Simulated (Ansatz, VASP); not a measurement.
One calculation of Te, two programs

```
Te
1.0
     4.07968    0.00000    0.00000
    -2.03984    3.53310    0.00000
     0.00000    0.00000    4.37968
Te
2
Direct
  0.33333 0.66667 0.25000
  0.66667 0.33333 0.75000
```

Alike in both runs: functional PBE; k mesh 12 × 12 × 10; occupations gaussian, width 0.1 eV; no spin polarisation.

Ansatz relaxed the structure, and its values are those at the end. VASP's run is a single point on that final structure, the one shown.

|  | VASP | Ansatz |
| --- | --- | --- |
| version | VASP 6.6.1 | Ansatz 0.2.0 |
| potentials or method | VASP PAW PBE potentials, release 64 (Te), cutoff 520 eV | scalar-relativistic, plane waves, PAW |
| valence electrons in the cell | 12 | 32 |

```tsv
	VASP	Ansatz	Ansatz less VASP
gap on the k mesh at the Fermi level (eV)	none	none	-
pressure (GPa)	-0.1	0.0	+0.06
```

A gap of «none» marks a metal or a gap that the smearing closes. With one functional, cell and mesh, what is left measures potentials, basis and numerics. VASP's potentials hold 12 valence electrons a cell and Ansatz's 32, so a difference there can come from the potentials and not from the codes.

Neither program's run includes spin-orbit coupling.
